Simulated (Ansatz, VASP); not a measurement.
**One calculation of SiC, two programs**

```
Si C
1.0
     3.07908    0.00000    0.00000
    -1.53954    2.66656    0.00000
     0.00000    0.00000   20.13917
Si C
8 8
Direct
  0.33333 0.66667 0.25011
  0.66667 0.33333 0.75011
  0.33333 0.66667 0.62499
  0.66667 0.33333 0.12499
  0.00000 0.00000 0.00010
  0.00000 0.00000 0.50010
  0.33333 0.66667 0.87519
  0.66667 0.33333 0.37519
  0.33333 0.66667 0.96892
  0.66667 0.33333 0.46892
  0.00000 0.00000 0.09386
  0.00000 0.00000 0.59386
  0.33333 0.66667 0.34413
  0.66667 0.33333 0.84413
  0.33333 0.66667 0.71871
  0.66667 0.33333 0.21871
```

Alike in both runs: task single point; functional r2SCAN; k mesh 12 × 12 × 2; occupations fermi-dirac, width 0.02 eV; no spin polarisation.

|  | VASP | Ansatz |
| --- | --- | --- |
| version | VASP 6.6.1 | Ansatz 0.2.0 |
| potentials or method | VASP PAW PBE potentials, release 64 (Si, C), cutoff 520 eV | PAW plane waves |
| valence electrons in the cell | 64 | 64 |

|  | VASP | Ansatz | Ansatz less VASP |
| --- | --- | --- | --- |
| gap on the k mesh at the Fermi level (eV) | 2.14 | 2.13 | -0.013 |
| pressure (GPa) | -0.2 | 0.0 | +0.22 |
| rms of the force components (eV/Å) | 0.004 | 0.001 | -0.0028 |

VASP's potentials were made for PBE, not for r2SCAN. Atom by atom the forces differ by 0.003 eV/Å (rms over components).
